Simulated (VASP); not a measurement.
A run of VASP 6.6.1:

The input INCAR:

```
PREC = Accurate
ENCUT = 520
EDIFF = 1E-6
ISMEAR = 0
SIGMA = 0.15
LREAL = F
LASPH = T
NELM = 60
ALGO = Normal
ISIF = 2
LWAVE = F
LCHARG = T
GGA = PS
LELF = T
LVHAR = T
NBANDS = 16
```

File KPOINTS:

```
regular mesh
0
Gamma
  24 24 22
```

POSCAR

```
WC
1.0
    3.1302867604      0.0000000000      0.0000000000
   -1.5651433802      2.7109078556      0.0000000000
    0.0000000000      0.0000000000      2.8276119036
W C
1 1
Direct
    0.0000000000      0.0000000000      0.0000000000
    0.6666666667      0.3333333333      0.5000000000
```

Potentials or basis: VASP PAW PBE potentials, release 64 (W_sv, C).

Run with:

```bash
$ cat potpaw_PBE.64/W_sv/POTCAR potpaw_PBE.64/C/POTCAR > POTCAR
$ mpirun -np 1 vasp_std > vasp.out
```

Hardware: 1 thread of Intel(R) Xeon(R) 6975P-C (Granite Rapids), on a shared host.

How long does it take, and how much memory?

Wall time 66 s on 1 thread of Intel(R) Xeon(R) 6975P-C (Granite Rapids), on a shared host, peak memory 0.37 GiB. Counts: scf iterations 12, k points 732.
